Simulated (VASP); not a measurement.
SiC:

```
Si C
1.0
     0.00000    2.17805    2.19983
     2.17805    0.00000    2.19983
     2.17805    2.17805    0.00000
Si C
1 1
Direct
  0.00000 0.00000 0.00000
  0.25000 0.25000 0.25000
```

This cell differs from its parent crystal: uniaxial z strain +1.0%.

Base run:

| Quantity | Value |
| --- | --- |
| Program | VASP 6.6.1 |
| Functional | PBE |
| Potentials or basis | VASP PAW PBE potentials, release 64 (Si, C) |
| Cutoff | 520 eV |
| k mesh | 6 × 6 × 6 |
| Occupations | gaussian, width 0.01 eV |
| Spin | no spin polarisation |

Its results: band gap on the k mesh 1.31 eV, indirect (least direct gap 4.52 eV); pressure 1.3 GPa.

Q: The run is repeated on the same cell with these changes: functional from PBE to r2SCAN; k mesh from 6 × 6 × 6 to 10 × 10 × 10. What comes out?

A: Band gap on the k mesh 1.68 eV, indirect (least direct gap 5.04 eV); pressure -2.4 GPa.

Several settings changed at once, so the effect can't be laid on one alone.

Caveats: the PAW data sets were made with another functional, which shifts forces and pressure a little (some runs).

A k mesh can miss the band edges.
